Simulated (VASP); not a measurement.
A run of VASP 6.6.1:

File INCAR:

```
SYSTEM = As
  PREC = Accurate
  ENCUT = 520
  EDIFF = 1E-6
  ISMEAR = -1
  SIGMA = 0.1
  LREAL = .FALSE.
  LASPH = .TRUE.
  NELM = 80
  ALGO = Normal
  ISIF = 2
  LWAVE = .FALSE.
  LCHARG = .FALSE.
  GGA = RE
  NBANDS = 8
```

File KPOINTS:

```
Automatic mesh
0
G
  15 15 15
  0 0 0
```

POSCAR

```
As
1.0
   -1.6438948938      1.6438948938      1.6438948938
    1.6438948938     -1.6438948938      1.6438948938
    1.6438948938      1.6438948938     -1.6438948938
As
1
Direct
    0.0000000000      0.0000000000      0.0000000000
```

Potentials or basis: VASP PAW PBE potentials, release 64 (As).

Launch:

```bash
$ cat potpaw_PBE.64/As/POTCAR > POTCAR
$ mpirun -np 1 vasp_std > vasp.out
```

Hardware: 1 thread of Intel Xeon 6975P-C, with other jobs on the host.

Question: Estimate the wall time of this run.

Answer: Wall time 8.6 s on 1 thread of Intel Xeon 6975P-C (shared host), peak memory 0.15 GiB. Counts: scf iterations 9, k points 120.
